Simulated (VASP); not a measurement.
# Hg (P6/mmm) in VASP: single point with PBEsol

Aim: the single point of Hg with PBEsol.

Program: VASP 6.6.1. These are calculated values, not measurements. Logs are shortened: lines on timing, memory, paths and dates and some standing lists are left out, and cuts for length are marked.

### Step 1. The cell of the first run

Symmetry: P6/mmm, No. 191, hexagonal system. The conventional cell has a = 4.629 Å, b = 4.629 Å, c = 3.946 Å, α = 90.00°, β = 90.00°, γ = 120.00°. Hg (site symmetry -6m2) has 9 Hg at 2.67 to 3.32 Å within 3.5 Å. Within 4.4 Å of Hg (site symmetry 6/mmm) lie 14 Hg at 3.32 to 3.95 Å.

### Step 2. Single point, PBEsol (24.41 Å³/atom)

File INCAR:

```
  ALGO = Normal
  EDIFF = 1E-7
  ENCUT = 520
  GGA = PS
  ISIF = 2
  ISMEAR = -1
  LASPH = True
  LCHARG = False
  LREAL = False
  LWAVE = False
  NBANDS = 25
  NELM = 100
  PREC = Accurate
  SIGMA = 0.05
```

File KPOINTS:

```
k-points
0
Gamma
  8 8 9
```

File POSCAR:

```
Hg
1.0
    4.6290442742      0.0000000000      0.0000000000
   -2.3145221371      4.0088699367      0.0000000000
    0.0000000000      0.0000000000      3.9459016228
Hg
3
Direct
    0.3333333333      0.6666666667      0.5000000000
    0.0000000000      0.0000000000      0.0000000000
    0.6666666667      0.3333333333      0.5000000000
```

Potentials or basis: VASP PAW PBE potentials, release 64 (Hg).

Started as:

```console
> cat potpaw_PBE.64/Hg/POTCAR > POTCAR
> mpirun -np 1 vasp_std > vasp.out
```

OUTCAR:

```text
EDIFF = 1E-7
   ENCUT = 520
   GGA = PS
   ISIF = 2
   ISMEAR = -1
   LASPH = True
   LREAL = False
   NELM = 100
   PREC = Accurate

 ion  position               nearest neighbor table
   1  0.333  0.667  0.500-   3 2.67   3 2.67   3 2.67   2 3.32   2 3.32   2 3.32   2 3.32   2 3.32
                             2 3.32
   2  0.000  0.000  0.000-   1 3.32   3 3.32   1 3.32   3 3.32   1 3.32   1 3.32   3 3.32   3 3.32
                             3 3.32   3 3.32   1 3.32   1 3.32
   3  0.667  0.333  0.500-   1 2.67   1 2.67   1 2.67   2 3.32   2 3.32   2 3.32   2 3.32   2 3.32
                             2 3.32

  LATTYP: Found a hexagonal cell.
 ALAT       =     4.6290442742
 C/A-ratio  =     0.8524225281

  Lattice vectors:

 A1 = (   4.6290442742,   0.0000000000,   0.0000000000)
 A2 = (  -2.3145221371,   4.0088699367,   0.0000000000)
 A3 = (   0.0000000000,   0.0000000000,   3.9459016228)

Analysis of symmetry for initial positions (statically):
=====================================================================
 Subroutine PRICEL returns:
 Original cell was already a primitive cell.

 Routine SETGRP: Setting up the symmetry group for a
 hexagonal supercell.

 Subroutine GETGRP returns: Found 24 space group operations
 (whereof 24 operations were pure point group operations)
 out of a pool of 24 trial point group operations.

The static configuration has the point symmetry D_6h.

Analysis of symmetry for dynamics (positions and initial velocities):
=====================================================================
 Subroutine PRICEL returns:
 Original cell was already a primitive cell.

 Routine SETGRP: Setting up the symmetry group for a
 hexagonal supercell.

 Subroutine GETGRP returns: Found 24 space group operations
 (whereof 24 operations were pure point group operations)
 out of a pool of 24 trial point group operations.

The dynamic configuration has the point symmetry D_6h.

 Subroutine INISYM returns: Found 24 space group operations
 (whereof 24 operations are pure point group operations),
 and found     1 'primitive' translations

----------------------------------------------------------------------------------------

                                     Primitive cell

  volume of cell :      73.2250

[... 80 lines left out ...]
 SYSTEM =  unknown system
   PREC   = accura    normal or accurate (medium, high low for compatibility)
   ISTART =      0    job   : 0-new  1-cont  2-samecut
   ICHARG =      2    charge: 1-file 2-atom 10-const
   ISPIN  =      1    spin polarized calculation?
   LNONCOLLINEAR =      F non collinear calculations
   LSORBIT =      F    spin-orbit coupling
   LASPH  =      T    aspherical Exc in radial PAW
   ENCUT  =  520.0 eV  38.22 Ry    6.18 a.u.   8.61  8.61  7.34*2*pi/ulx,y,z
   NELM   =    100;   NELMIN=  2; NELMDL= -5     # of ELM steps
   EDIFF  = 0.1E-06   stopping-criterion for ELM
   LREAL  =      F    real-space projection
   EDIFFG = 0.1E-05   stopping-criterion for IOM
   NSW    =      0    number of steps for IOM
   IBRION =     -1    ionic relax: 0-MD 1-quasi-New 2-CG
   NFREE  =      0    steps in history (QN), initial steepest desc. (CG)
   ISIF   =      2    stress and relaxation
   ISYM   =      2    0-nonsym 1-usesym 2-fastsym
   POTIM  = 0.5000    time-step for ionic-motion
   TEBEG  =    0.0;   TEEND  =   0.0 temperature during run
   PSTRESS=    0.0 pullay stress
   NELECT =      36.0000    total number of electrons
   NUPDOWN=      -1.0000    fix difference up-down
   EMIN   =  10.00;   EMAX   =-10.00  energy-range for DOS
   EFERMI =   0.00;   METHOD = LEGACY
   ISMEAR =    -1;   SIGMA  =   0.05  broadening in eV -4-tet -1-fermi 0-gaus
   EFERMI_NEDOS =   21; number of points for ismear=-14 and -15
   IALGO  =     38    algorithm
   IMIX   =      4    mixing-type and parameters
     AMIX     =   0.40;   BMIX     =  1.00
     AMIX_MAG =   1.60;   BMIX_MAG =  1.00
  volume/ion in A,a.u.               =      24.41       164.72
  Fermi-wavevector in a.u.,A,eV,Ry     =   1.292079  2.441676 22.714501  1.669469
  Thomas-Fermi vector in A             =   2.423809
   LORBIT       =      0    0 simple, 1 ext, 2 COOP (PROOUT), +10 PAW based schemes
   GGA     = PS    functional components
   LHFCALC =     F    Hartree Fock is set to
   AEXX    =    0.0000 exact exchange contribution
   IVDW    =     0    specifies the selected vdW correction
   LEPSILON=     F    determine dielectric tensor
   LRPA    =     F    only Hartree local field effects (RPA)
 non-spin polarized calculation
  energy-cutoff  :      520.00
  volume of cell :       73.23
 maximum number of plane-waves:      1995
 NGX is ok and might be reduce to    36
   NGX = 17   NGY = 17   NGZ = 15

 number of electron      35.9999992 magnetization

 Free energy of the ion-electron system (eV)
  ---------------------------------------------------
  ext. energy  EPLUGINS =         0.00000000
  ---------------------------------------------------
  free energy    TOTEN  =        -1.21929521 eV

  energy without entropy =       -1.20578214  energy(sigma->0) =       -1.21253868

 E-fermi :   2.5168     XC(G=0): -10.7909

 val. band max:        2.5025106806   @ k =   0.3750   0.0000   0.1111
 cond. band min:       2.5339420139   @ k =   0.2500   0.1250   0.3333
 fundamental gap:      0.0314313334
 Fermi energy:         2.5168497005

 k-point     1 :       0.0000    0.0000    0.0000
  band No.  band energies     occupation
      1      -7.0570      2.00000
      2      -5.4304      2.00000
      3      -5.2335      2.00000
      4      -5.2335      2.00000
      5      -5.0379      2.00000
      6      -5.0379      2.00000
[... 661 lines left out ...]
     24      10.8365      0.00000
     25      13.0009      0.00000

 [... further k-points ...]
[... 5 lines left out ...]
  --------------------------------------------------------------------------------------
  -------------------------------------------------------------------------------------
  Total        3.5757655      3.5757655     -0.6687152     -0.0000000     -0.0000000      0.0000000
  in kB       78.2384182     78.2384182    -14.6316143     -0.0000000     -0.0000000      0.0000000
  external PRESSURE =      47.2817407 kB  Pullay stress =       0.0000000 kB

 VOLUME and BASIS-vectors are now :
 -----------------------------------------------------------------------------
  energy-cutoff  :      520.00
  volume of cell :       73.23
      direct lattice vectors                 reciprocal lattice vectors
     4.629044274  0.000000000  0.000000000     0.216027314  0.124723428  0.000000000
    -2.314522137  4.008869937  0.000000000     0.000000000  0.249446856  0.000000000
     0.000000000  0.000000000  3.945901623     0.000000000  0.000000000  0.253427504

 POSITION                                       TOTAL-FORCE (eV/Angst)
 -----------------------------------------------------------------------------------
     -0.00000      2.67258      1.97295         0.000000     -0.000000      0.000000
      0.00000      0.00000      0.00000        -0.000000      0.000000     -0.000000
      2.31452      1.33629      1.97295        -0.000000      0.000000     -0.000000
 -----------------------------------------------------------------------------------
    total drift:                                0.000000      0.000000     -0.000000

  FREE ENERGIE OF THE ION-ELECTRON SYSTEM (eV)
  ---------------------------------------------------
  free  energy   TOTEN  =        -1.2192952148 eV

  energy  without entropy=       -1.2057821360  energy(sigma->0) =       -1.21253868
```

OSZICAR:

```text
N       E                     dE             d eps       ncg     rms          rms(c)
DAV:   1     0.295171497565E+03    0.29517E+03   -0.18601E+04  2508   0.140E+03
DAV:   2     0.636942164523E+01   -0.28880E+03   -0.27464E+03  2554   0.368E+02
DAV:   3    -0.139738921178E+01   -0.77668E+01   -0.77232E+01  2909   0.678E+01
DAV:   4    -0.141662769551E+01   -0.19238E-01   -0.19224E-01  2739   0.305E+00
DAV:   5    -0.141666020939E+01   -0.32514E-04   -0.32513E-04  2930   0.124E-01    0.874E+00
DAV:   6    -0.123780382849E+01    0.17886E+00   -0.40917E-01  2879   0.691E+00    0.629E+00
DAV:   7    -0.122118182979E+01    0.16622E-01   -0.96416E-02  2841   0.248E+00    0.229E+00
DAV:   8    -0.121929020492E+01    0.18916E-02   -0.15053E-02  2610   0.129E+00    0.197E-01
DAV:   9    -0.121926355160E+01    0.26653E-04   -0.28613E-04  2900   0.178E-01    0.606E-02
DAV:  10    -0.121929453095E+01   -0.30979E-04   -0.37779E-05  2765   0.518E-02    0.116E-02
DAV:  11    -0.121929556455E+01   -0.10336E-05   -0.90450E-06  2834   0.300E-02    0.696E-03
DAV:  12    -0.121929518194E+01    0.38260E-06   -0.15289E-06  2752   0.124E-02    0.971E-04
DAV:  13    -0.121929521483E+01   -0.32889E-07   -0.61576E-08  1386   0.239E-03
   1 F= -.12192952E+01 E0= -.12125387E+01  d E =-.135131E-01
```

Wall time 84 s (1 thread of Oxide Virtual Turin-like, shared host); peak memory 0.19 GiB.

What came out:

```
Free energy            : -1.2193 eV
Pressure               : 4.7 GPa
Band gap on the k mesh : zero (bands 18 and 19 overlap by 4.57 eV)
```

Stress tensor (GPa, compression positive):
```
 7.82  0.00  0.00
 0.00  7.82  0.00
 0.00  0.00 -1.46
```

Levels at points of the mesh, in eV from the Fermi level:
```
           k point  band 14  band 15  band 16  band 17  band 18  band 19  band 20  band 21  band 22  band 23
(0.00, 0.00, 0.00)    -6.51    -5.89    -5.89     0.15     1.98     2.32     3.41     3.41     3.72     3.72
(0.50, 0.00, 0.00)    -6.17    -5.84    -5.61    -4.95    -0.54     0.06     5.86     5.91     6.69     7.40
```

Caveat: the stress differs along the axes, from -1 to 8 GPa; the PAW data sets were made with another functional, which shifts forces and pressure a little; spin-orbit coupling is left out, which moves the levels of the heavy elements.

The gap in the log of VASP goes by the Fermi energy; the results here count the filled bands.